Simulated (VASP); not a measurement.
# Ca3As: relaxation of cell and atoms with PBE

Ca3As:

```
Ca As
1.0
     5.15252    0.00000    0.00000
    -2.57626    4.46221    0.00000
     0.00000    0.00000    4.05176
Ca As
3 1
Direct
  0.50000 0.00000 0.00000
  0.00000 0.50000 0.00000
  0.50000 0.50000 0.00000
  0.00000 0.00000 0.50000
```

The cell was generated, and may not be a known phase.

| Quantity | Value |
| --- | --- |
| Program | VASP 6.6.1 |
| Task | relaxation of cell and atoms |
| Functional | PBE |
| Potentials or basis | VASP PAW PBE potentials, release 64 (Ca_sv, As) |
| Cutoff | 600 eV |
| k mesh | 6 × 6 × 4 |
| Occupations | gaussian, width 0.1 eV |
| Spin | no spin polarisation |
| Dipole correction | no |
| Further INCAR settings | ALGO = Normal; EDIFF = 1e-06; IBRION = 2; EDIFFG = -0.04; NSW = 90; ISIF = 3 |

The relaxed volume is 29.51 Å³/atom. The relaxed cell is a = 6.408 Å, b = 6.408 Å, c = 3.319 Å, α = 90.00°, β = 90.00°, γ = 120.00°. The space group after relaxing (to 0.1 Å) is P6/mmm (No. 191). The energy gained by relaxing is 933.6 meV/atom. The ionic steps are 8, the pressure after relaxing is 0.0 GPa and the band gap on the k mesh is zero (an odd number of electrons rules out a gap without spin polarisation).

Step by step:
```csv
step,energy change (eV),largest force (eV/Å),pressure (GPa),volume (Å³)
1,0.0000,0.0000,9.44,93.16
2,-2.7632,0.0000,2.93,111.09
3,-3.1711,0.0000,-2.14,134.31
4,-3.7039,0.0000,-1.25,125.05
5,-3.7035,0.0000,-1.12,124.43
6,-3.7317,0.0000,-0.42,120.14
7,-3.7331,0.0000,-0.23,119.09
8,-3.7346,0.0000,0.00,118.03
```

Final structure:
```yaml
crystal:
  lattice:
    - [6.40849, 0.00000, 0.00000]
    - [-3.20424, 5.54991, 0.00000]
    - [0.00000, 0.00000, 3.31867]
  atoms:
    - { symbol: Ca, position: [0.50000, 0.00000, 0.00000] }
    - { symbol: Ca, position: [0.00000, 0.50000, 0.00000] }
    - { symbol: Ca, position: [0.50000, 0.50000, 0.00000] }
    - { symbol: As, position: [0.00000, 0.00000, 0.50000] }
```

Levels at points of the mesh, in eV from the Fermi level:
| k point | band 15 | band 16 | band 17 | band 18 | band 19 | band 20 |
| --- | --- | --- | --- | --- | --- | --- |
| (0.00, 0.00, 0.00) | -2.09 | -2.09 | -0.13 | -0.13 | 0.80 | 0.89 |
| (0.50, 0.00, 0.00) | -2.57 | -1.32 | -0.54 | 1.31 | 1.43 | 1.58 |
| (0.00, 0.00, 0.50) | -1.53 | -1.53 | -0.69 | -0.29 | 0.80 | 1.55 |
| (0.50, 0.00, 0.50) | -1.38 | -1.28 | -0.38 | 0.16 | 1.33 | 1.39 |

Run time: 7.3 min on 1 thread of Intel Xeon 8259CL, with other jobs on the host, peak memory 0.26 GiB.

Caveat: the k points lie up to 0.47 Å⁻¹ apart in the final cell, too coarse for converged energies and pressures of a metal; the volume moved by over 15 % at a fixed basis, so the end points are rough.
